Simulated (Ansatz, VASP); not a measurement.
## Li2B3 in VASP and in Ansatz

```xyz
5
Lattice="3.3291 0.0000 0.0000 -1.6645 2.8831 0.0000 0.0000 0.0000 4.3222" Properties=species:S:1:pos:R:3 pbc="T T T"
Li    0.0000    1.9220    0.6000
Li    1.6645    0.9610    3.7221
B     0.0000    0.0000    0.0000
B     0.0000    1.9220    2.5533
B     1.6645    0.9610    1.7689
```

Alike in both runs: functional PBE; k mesh 6 × 6 × 4; occupations gaussian, width 0.1 eV; no spin polarisation.

Ansatz relaxed the structure, and its values are those at the end. VASP's run is a single point on that final structure, the one shown.

```csv
,VASP,Ansatz
version,VASP 6.6.1,Ansatz 0.2.0
potentials or method,"VASP PAW PBE potentials, release 64 (Li_sv, B), cutoff 520 eV","scalar-relativistic, plane waves, PAW"
valence electrons in the cell,15,15
```

VASP gave:

```
gap on the k mesh at the Fermi level (eV) : none
rms of the force components (eV/Å)        : 0.002
```

Q: Estimate Ansatz's values.

A: gap on the k mesh at the Fermi level (eV): none; rms of the force components (eV/Å): 0.006.

A gap of «none» marks a metal or a gap that the smearing closes. With one functional, cell and mesh, what is left measures potentials, basis and numerics.

The k mesh is coarse, so the values compare programs but aren't converged. Noted on VASP's run: the cutoff is short for stress, so the pressure is rough.
